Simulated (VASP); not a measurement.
# Gd: single point with PBE

Crystal: Gd.

```
CELL_PARAMETERS angstrom
3.63600 0.00000 0.00000
-1.81800 3.14887 0.00000
0.00000 0.00000 5.78260
ATOMIC_POSITIONS crystal
Gd 0.33333 0.66667 0.25000
Gd 0.66667 0.33333 0.75000
```

```json
{
  "Program": "VASP 6.6.1",
  "Task": "single point",
  "Functional": "PBE",
  "Potentials or basis": "VASP PAW PBE potentials, release 64 (Gd)",
  "Cutoff": "520 eV",
  "k mesh": "9 × 9 × 5",
  "Occupations": "fermi-dirac, width 0.1 eV",
  "Spin": "collinear spin, antiferromagnetic start",
  "Starting moments": "[7.0, -7.0] μB"
}
```

The pressure is 0.6 GPa and the band gap on the k mesh is zero (filled and empty bands overlap). The net moment is 0.00 μB per cell, the site moments are Gd +6.92, -6.92 μB and the valence electrons inside the program's atomic spheres are Gd 15.21.

Stress tensor (GPa, compression positive):
```
0.41 0.00 0.00
0.00 0.41 0.00
0.00 0.00 0.84
```

Levels at points of the mesh, in eV from the Fermi level:
Spin up:
```tsv
k point	band 16	band 17	band 18	band 19	band 20	band 21
(0.00, 0.00, 0.00)	-4.59	-1.91	0.53	0.57	0.66	0.66
```
Spin down:
| k point | band 14 | band 15 | band 16 | band 17 | band 18 | band 19 | band 20 | band 21 | band 22 | band 23 |
| --- | --- | --- | --- | --- | --- | --- | --- | --- | --- | --- |
| (0.00, 0.00, 0.00) | -4.60 | -4.60 | -4.59 | -1.91 | 0.53 | 0.57 | 0.66 | 0.66 | 0.73 | 0.73 |

It took 5.9 min on 1 thread of Intel(R) Xeon(R) Platinum 8259CL CPU @ 2.50GHz (Skylake/Cascade Lake), on a shared host, peak memory 0.29 GiB.

Caveat: spin-orbit coupling is left out, which moves the levels of the heavy elements. The state reached can hang on the start; a lower one may exist.
